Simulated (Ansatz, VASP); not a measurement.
# Ge in VASP and in Ansatz

The input INCAR:

```
SYSTEM = Ge
PREC = Accurate
ENCUT = 520
EDIFF = 1E-6
ISMEAR = 0
SIGMA = 0.15
LREAL = .False.
LASPH = .True.
NELM = 100
ALGO = Normal
ISIF = 2
LWAVE = .False.
LCHARG = .False.
GGA = PS
NBANDS = 21
```

The input KPOINTS:

```
Automatic mesh
0
Gamma
  14 14 14
  0 0 0
```

Contents of POSCAR:

```
Ge
1.0
    0.0000000000      2.9088082301      2.9088082301
    2.9088082301      0.0000000000      2.9088082301
    2.9088082301      2.9088082301      0.0000000000
Ge
2
Direct
    0.5147998756      0.4852001244      0.4852001244
    0.7352001244      0.7647998756      0.7647998756
```

Input for Ansatz:

```yaml
crystal:
  lattice:
    - [0.0, 2.9088082301, 2.9088082301]
    - [2.9088082301, 0.0, 2.9088082301]
    - [2.9088082301, 2.9088082301, 0.0]
  atoms:
    - { symbol: Ge, position: [0.5147998756, 0.4852001244, 0.4852001244] }
    - { symbol: Ge, position: [0.7352001244, 0.7647998756, 0.7647998756] }
basis:
  ecutwfc: 420
kpoints:
  mp_grid: { grid: [14, 14, 14] }
hamiltonian:
  xc: pbesol
  pseudopotentials: { kind: paw, azcp: { folder: soft_1 } }
scf:
  occupations: { method: gaussian, width: 0.15 }
output:
  forces: true
  stress: true
  eigenvalues: true
```

Change from the starting cell: mode 4 frozen in at -0.084 Å, equal normal strain along x, y and z +0.0250.

Alike in both runs: task single point; functional PBEsol; k mesh 14 × 14 × 14; occupations gaussian, width 0.15 eV; no spin polarisation.

```csv
,VASP,Ansatz
version,VASP 6.6.1,Ansatz 0.2.0
potentials or method,"VASP PAW PBE potentials, release 64 (Ge_d), cutoff 520 eV","scalar-relativistic, plane waves, PAW"
valence electrons in the cell,28,28
```

|  | VASP | Ansatz | Ansatz less VASP |
| --- | --- | --- | --- |
| gap on the k mesh at the Fermi level (eV) | none | none | - |
| pressure (GPa) | -3.4 | -3.3 | +0.05 |
| traceless stress, the component that is largest in VASP (GPa) | -3.44 | -3.46 | -0.027 |
| rms of the force components (eV/Å) | 0.878 | 0.879 | +0.0005 |

VASP's potentials were made for PBE, not for PBEsol, and Ansatz warns of the same on its side. Atom by atom the forces differ by 0.001 eV/Å (rms over components). A gap of «none» marks a metal or a gap that the smearing closes. With one functional, cell and mesh, what is left measures potentials, basis and numerics.
